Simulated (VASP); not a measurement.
# SiO2 (Imma) in VASP: further runs

The runs below take SiO2 through single point, with PBEsol+D3(BJ), LDA.

Program: VASP 6.6.1. These are calculated values, not measurements. Logs are shortened: lines on timing, memory, paths and dates and some standing lists are left out, and cuts for length are marked.

**1. The cell of the first run**

It takes space group Imma (No. 74, orthorhombic). Conventional cell: a = 5.265 Å, b = 8.672 Å, c = 9.087 Å, α = 90.00°, β = 90.00°, γ = 90.00°. Within 2.1 Å of Si (site symmetry m) lie 4 O at 1.60 to 1.62 Å. O (site symmetry 2/m) has 2 Si at 1.60 Å within 2.1 Å. Within 2.2 Å of O (site symmetry 2) lie 2 Si at 1.62 Å. O (site symmetry mm2) has 2 Si at 1.61 Å within 2.1 Å.

**2. Single point, PBEsol+D3(BJ)**

File INCAR:

```
SYSTEM = SiO2
PREC = Accurate
ENCUT = 520
EDIFF = 1E-7
ISMEAR = -1
SIGMA = 0.05
LREAL = .FALSE.
LASPH = .TRUE.
NELM = 80
ALGO = Normal
ISIF = 2
LWAVE = .FALSE.
LCHARG = .FALSE.
GGA = PS
IVDW = 12
NBANDS = 44
```

File KPOINTS:

```
regular mesh
0
G
  6 6 6
  0 0 0
```

File POSCAR:

```
SiO2
1.0
   -2.6323081284      4.3359922420      4.5437369136
    2.6323081284     -4.3359922420      4.5437369136
    2.6323081284      4.3359922420     -4.5437369136
Si O
4 8
Direct
    0.2703444549      0.8346479519      0.4356965030
    0.1010485510      0.1653520481      0.9356965030
    0.7296555451      0.1653520481      0.5643034970
    0.8989514490      0.8346479519      0.0643034970
    0.5000000000      0.0000000000      0.5000000000
    0.0000000000      0.0000000000      0.0000000000
    0.7516743769      0.0000000000      0.2516743769
    0.2483256231      0.5000000000      0.2483256231
    0.2483256231      0.0000000000      0.7483256231
    0.7516743769      0.5000000000      0.7516743769
    0.9117696393      0.1617696393      0.7500000000
    0.0882303607      0.8382303607      0.2500000000
```

Potentials or basis: VASP PAW PBE potentials, release 64 (Si, O).

Command:

```sh
$ cat potpaw_PBE.64/Si/POTCAR potpaw_PBE.64/O/POTCAR > POTCAR
$ mpirun -np 1 vasp_std > vasp.out
```

OUTCAR:

```text
SYSTEM = SiO2
   PREC = Accurate
   ENCUT = 520
   EDIFF = 1E-7
   ISMEAR = -1
   LREAL = .FALSE.
   LASPH = .TRUE.
   NELM = 80
   ISIF = 2
   GGA = PS
   IVDW = 12
 IVDW          = 12

 ion  position               nearest neighbor table
   1  0.270  0.835  0.436-   5 1.60  12 1.61   9 1.62   8 1.62   2 3.05   2 3.05
   2  0.101  0.165  0.936-   6 1.60  11 1.61   8 1.62   9 1.62   1 3.05   1 3.05
   3  0.730  0.165  0.564-   5 1.60  11 1.61   7 1.62  10 1.62   4 3.05   4 3.05
   4  0.899  0.835  0.064-   6 1.60  12 1.61  10 1.62   7 1.62   3 3.05   3 3.05
   5  0.500  0.000  0.500-   1 1.60   3 1.60
   6  0.000  0.000  0.000-   2 1.60   4 1.60
   7  0.752  0.000  0.252-   3 1.62   4 1.62
   8  0.248  0.500  0.248-   1 1.62   2 1.62
   9  0.248  0.000  0.748-   1 1.62   2 1.62
  10  0.752  0.500  0.752-   3 1.62   4 1.62
  11  0.912  0.162  0.750-   2 1.61   3 1.61
  12  0.088  0.838  0.250-   4 1.61   1 1.61

  LATTYP: Found a body centered orthorhombic cell.
 ALAT       =     5.2646162568
 B/A-ratio  =     1.6472206256
 C/A-ratio  =     1.7261417326

  Lattice vectors:

 A1 = (  -2.6323081284,   4.3359922420,   4.5437369136)
 A2 = (   2.6323081284,  -4.3359922420,   4.5437369136)
 A3 = (   2.6323081284,   4.3359922420,  -4.5437369136)

Analysis of symmetry for initial positions (statically):
=====================================================================
 Subroutine PRICEL returns:
 Original cell was already a primitive cell.

 Routine SETGRP: Setting up the symmetry group for a
 body centered orthorhombic supercell.

 Subroutine GETGRP returns: Found  8 space group operations
 (whereof  4 operations were pure point group operations)
 out of a pool of  8 trial point group operations.

The static configuration has the point symmetry C_2h.
 The point group associated with its full space group is D_2h.

Analysis of symmetry for dynamics (positions and initial velocities):
=====================================================================
 Subroutine PRICEL returns:
 Original cell was already a primitive cell.

 Routine SETGRP: Setting up the symmetry group for a
 body centered orthorhombic supercell.

 Subroutine GETGRP returns: Found  8 space group operations
 (whereof  4 operations were pure point group operations)
 out of a pool of  8 trial point group operations.

The dynamic configuration has the point symmetry C_2h.
 The point group associated with its full space group is D_2h.

 Subroutine INISYM returns: Found  8 space group operations
 (whereof  4 operations are pure point group operations),
 and found     1 'primitive' translations

----------------------------------------------------------------------------------------

                                     Primitive cell

  volume of cell :     207.4428

  direct lattice vectors                    reciprocal lattice vectors
    -2.632308128  4.335992242  4.543736914     0.000000000  0.115313859  0.110041582
     2.632308128 -4.335992242  4.543736914     0.189947368  0.000000000  0.110041582
     2.632308128  4.335992242 -4.543736914     0.189947368  0.115313859  0.000000000

  length of vectors
     6.809950069  6.809950069  6.809950069     0.159393965  0.219520278  0.222210010

  position of ions in fractional coordinates (direct lattice)
     0.270344455  0.834647952  0.435696503
     0.101048551  0.165352048  0.935696503
     0.729655545  0.165352048  0.564303497
     0.898951449  0.834647952  0.064303497
     0.500000000  0.000000000  0.500000000
     0.000000000  0.000000000  0.000000000
     0.751674377  0.000000000  0.251674377
     0.248325623  0.500000000  0.248325623
     0.248325623  0.000000000  0.748325623
     0.751674377  0.500000000  0.751674377
     0.911769639  0.161769639  0.750000000
     0.088230361  0.838230361  0.250000000

  ion indices of the primitive-cell ions
   primitive index   ion index
                 1           1
                 2           2
                 3           3
                 4           4
                 5           5
                 6           6
                 7           7
                 8           8
                 9           9
                10          10
                11          11
                12          12

----------------------------------------------------------------------------------------

 KPOINTS: regular mesh

Automatic generation of k-mesh.
 Grid dimensions read from file:
 generate k-points for:    6    6    6

 Generating k-lattice:

  Cartesian coordinates                     Fractional coordinates (reciprocal lattice)
     0.000000000  0.019218977  0.018340264     0.166666667  0.000000000 -0.000000000
     0.031657895  0.000000000  0.018340264     0.000000000  0.166666667 -0.000000000
     0.031657895  0.019218977  0.000000000     0.000000000  0.000000000  0.166666667

  Length of vectors
     0.026565661  0.036586713  0.037035002

  Shift w.r.t. Gamma in fractional coordinates (k-lattice)
     0.000000000  0.000000000  0.000000000

 Subroutine IBZKPT returns following result:
 ===========================================

 Found     46 irreducible k-points:

 Following reciprocal coordinates:
            Coordinates               Weight
  0.000000  0.000000  0.000000      1.000000
  0.166667 -0.000000  0.000000      4.000000
  0.333333  0.000000  0.000000      4.000000
  0.500000 -0.000000  0.000000      2.000000
  0.000000  0.166667  0.000000      4.000000
  0.166667  0.166667  0.000000      8.000000
[... 16 lines left out ...]
 -0.166667  0.166667  0.166667      2.000000
  0.166667  0.333333  0.166667      4.000000
 [... further k-points ...]
   k-points           NKPTS =     46   k-points in BZ     NKDIM =     46   number of bands    NBANDS=     44
   number of dos      NEDOS =    301   number of ions     NIONS =     12
   total plane-waves  NPLWV = 157464
   dimension x,y,z NGX =    54 NGY =   54 NGZ =   54
   dimension x,y,z NGXF=   108 NGYF=  108 NGZF=  108
   ions per type =               4   8
   NGX,Y,Z   is equivalent  to a cutoff of  13.18, 13.18, 13.18 a.u.
   NGXF,Y,Z  is equivalent  to a cutoff of  26.37, 26.37, 26.37 a.u.
 SYSTEM =  SiO2
   PREC   = accura    normal or accurate (medium, high low for compatibility)
   ISTART =      0    job   : 0-new  1-cont  2-samecut
   ICHARG =      2    charge: 1-file 2-atom 10-const
   ISPIN  =      1    spin polarized calculation?
   LNONCOLLINEAR =      F non collinear calculations
   LSORBIT =      F    spin-orbit coupling
   LASPH  =      T    aspherical Exc in radial PAW
   ENCUT  =  520.0 eV  38.22 Ry    6.18 a.u.  12.66 12.66 12.66*2*pi/ulx,y,z
   NELM   =     80;   NELMIN=  2; NELMDL= -5     # of ELM steps
   EDIFF  = 0.1E-06   stopping-criterion for ELM
   LREAL  =      F    real-space projection
   EDIFFG = 0.1E-05   stopping-criterion for IOM
   NSW    =      0    number of steps for IOM
   IBRION =     -1    ionic relax: 0-MD 1-quasi-New 2-CG
   NFREE  =      0    steps in history (QN), initial steepest desc. (CG)
   ISIF   =      2    stress and relaxation
   ISYM   =      2    0-nonsym 1-usesym 2-fastsym
   POTIM  = 0.5000    time-step for ionic-motion
   TEBEG  =    0.0;   TEEND  =   0.0 temperature during run
   PSTRESS=    0.0 pullay stress
   NELECT =      64.0000    total number of electrons
   NUPDOWN=      -1.0000    fix difference up-down
   EMIN   =  10.00;   EMAX   =-10.00  energy-range for DOS
   EFERMI =   0.00;   METHOD = LEGACY
   ISMEAR =    -1;   SIGMA  =   0.05  broadening in eV -4-tet -1-fermi 0-gaus
   EFERMI_NEDOS =   21; number of points for ismear=-14 and -15
   IALGO  =     38    algorithm
   IMIX   =      4    mixing-type and parameters
     AMIX     =   0.40;   BMIX     =  1.00
     AMIX_MAG =   1.60;   BMIX_MAG =  1.00
  volume/ion in A,a.u.               =      17.29       116.66
  Fermi-wavevector in a.u.,A,eV,Ry     =   1.106204  2.090423 16.649287  1.223688
  Thomas-Fermi vector in A             =   2.242702
   LORBIT       =      0    0 simple, 1 ext, 2 COOP (PROOUT), +10 PAW based schemes
   GGA     = PS    functional components
   LHFCALC =     F    Hartree Fock is set to
   AEXX    =    0.0000 exact exchange contribution
   IVDW    =    12    specifies the selected vdW correction
   LEPSILON=     F    determine dielectric tensor
   LRPA    =     F    only Hartree local field effects (RPA)
 non-spin polarized calculation
  energy-cutoff  :      520.00
  volume of cell :      207.44
 maximum number of plane-waves:      5617
 NGX is ok and might be reduce to    54
   NGX = 25   NGY = 25   NGZ = 25

 number of electron      64.0000013 magnetization

 Free energy of the ion-electron system (eV)
  ---------------------------------------------------
  ext. energy  EPLUGINS =         0.00000000
  ---------------------------------------------------
  free energy    TOTEN  =       -98.55753262 eV

  energy without entropy =      -98.55753262  energy(sigma->0) =      -98.55753262

 E-fermi :   0.0484     XC(G=0):  -7.4235

 val. band max:       -1.0998585994   @ k =   0.5000   0.5000   0.5000
 cond. band min:       4.3858583251   @ k =   0.0000   0.0000   0.0000
 fundamental gap:      5.4857169245
 Fermi energy:         0.0483788253

 k-point     1 :       0.0000    0.0000    0.0000
  band No.  band energies     occupation
      1     -20.5787      2.00000
      2     -19.6469      2.00000
      3     -19.1386      2.00000
      4     -19.0388      2.00000
      5     -18.5749      2.00000
      6     -18.4974      2.00000
[... 36 lines left out ...]
     43       9.5133      0.00000
     44       9.5242      0.00000
[... 1040 lines left out ...]
      4     -19.2136      2.00000
      5     -18.5116      2.00000
      6     -18.4967      2.00000
[... 36 lines left out ...]
     43       9.9459      0.00000
     44      10.0413      0.00000

 [... further k-points ...]

------------------------ aborting loop because EDIFF is reached ----------------------------------------

 Edisp (eV)   -0.94121

 E8    (eV) :    -0.5218

  FORCE on cell =-STRESS in cart. coord.  units (eV):
  Direction    XX          YY          ZZ          XY          YZ          ZX
  --------------------------------------------------------------------------------------
  -------------------------------------------------------------------------------------
  Total       0.70639     0.38767     0.54153     0.00000     0.00000     0.00000
  in kB       5.45575     2.99417     4.18252     0.00000     0.00000     0.00000
  external pressure =        4.21 kB  Pullay stress =        0.00 kB

 VOLUME and BASIS-vectors are now :
 -----------------------------------------------------------------------------
  energy-cutoff  :      520.00
  volume of cell :      207.44
      direct lattice vectors                 reciprocal lattice vectors
    -2.632308128  4.335992242  4.543736914     0.000000000  0.115313859  0.110041582
     2.632308128 -4.335992242  4.543736914     0.189947368  0.000000000  0.110041582
     2.632308128  4.335992242 -4.543736914     0.189947368  0.115313859  0.000000000

 POSITION                                       TOTAL-FORCE (eV/Angst)
 -----------------------------------------------------------------------------------
      2.63231     -0.55764      3.04110         0.000000      0.042864      0.030228
      2.63231      3.77835     -3.04110        -0.000000      0.042864     -0.030228
     -0.00000      4.89363      1.50263        -0.000000     -0.042864     -0.030228
     -0.00000      0.55764      7.58484         0.000000     -0.042864      0.030228
      0.00000      4.33599      0.00000         0.000000      0.000000      0.000000
      0.00000      0.00000      0.00000         0.000000      0.000000      0.000000
     -1.31615      4.35051      2.27187         0.000000     -0.020505      0.000000
      1.31615     -0.01452      2.27187        -0.000000      0.020505      0.000000
      1.31615      4.32147     -2.27187        -0.000000      0.020505      0.000000
      1.31615      4.35051      2.27187         0.000000     -0.020505      0.000000
     -0.00000      6.50399      1.47008        -0.000000      0.000000      0.004735
      2.63231     -2.16800      3.07366         0.000000     -0.000000     -0.004735
 -----------------------------------------------------------------------------------
    total drift:                               -0.000001     -0.000000      0.000000

  FREE ENERGIE OF THE ION-ELECTRON SYSTEM (eV)
  ---------------------------------------------------
  free  energy   TOTEN  =       -99.4987412473 eV

  energy  without entropy=      -99.4987412473  energy(sigma->0) =      -99.49874125
```

Wall time 4.9 min (1 thread of Intel Xeon 6975P-C (Granite Rapids), shared host); peak memory 0.57 GiB.

What came out:

| Property | Result |
| --- | --- |
| Free energy | -99.4987 eV |
| Pressure | 0.4 GPa |
| Largest force | 0.052 eV/Å |
| Band gap on the k mesh | 5.49 eV |
| Dispersion energy per atom | -0.078 eV |

Forces in eV/Å, atoms in the order of the input:
```
Si   0.000  0.043  0.030
Si   0.000  0.043 -0.030
Si   0.000 -0.043 -0.030
Si   0.000 -0.043  0.030
O    0.000  0.000  0.000
O    0.000  0.000  0.000
O    0.000 -0.021  0.000
O    0.000  0.021  0.000
O    0.000  0.021  0.000
O    0.000 -0.021  0.000
O    0.000  0.000  0.005
O    0.000  0.000 -0.005
```

Levels at points of the mesh, in eV from the valence-band top:
| k point | band 29 | band 30 | band 31 | band 32 | band 33 | band 34 | band 35 | band 36 |
| --- | --- | --- | --- | --- | --- | --- | --- | --- |
| (0.00, 0.00, 0.00) | -0.77 | -0.70 | -0.53 | 0.00 | 5.49 | 8.42 | 8.71 | 8.90 |
| (0.50, 0.00, 0.00) | -0.69 | -0.56 | -0.38 | -0.29 | 6.59 | 7.09 | 8.54 | 8.96 |
| (0.00, 0.50, 0.00) | -0.97 | -0.82 | -0.78 | -0.28 | 7.62 | 7.88 | 8.53 | 8.68 |
| (0.50, 0.50, 0.00) | -0.91 | -0.91 | -0.57 | -0.57 | 7.80 | 7.80 | 8.77 | 8.77 |
| (0.50, 0.50, 0.50) | -0.69 | -0.46 | -0.35 | 0.00 | 7.53 | 7.56 | 7.87 | 8.24 |

Caveat: the PAW data sets were made with another functional, which shifts forces and pressure a little.

(Part 1 of 2 ends here.)
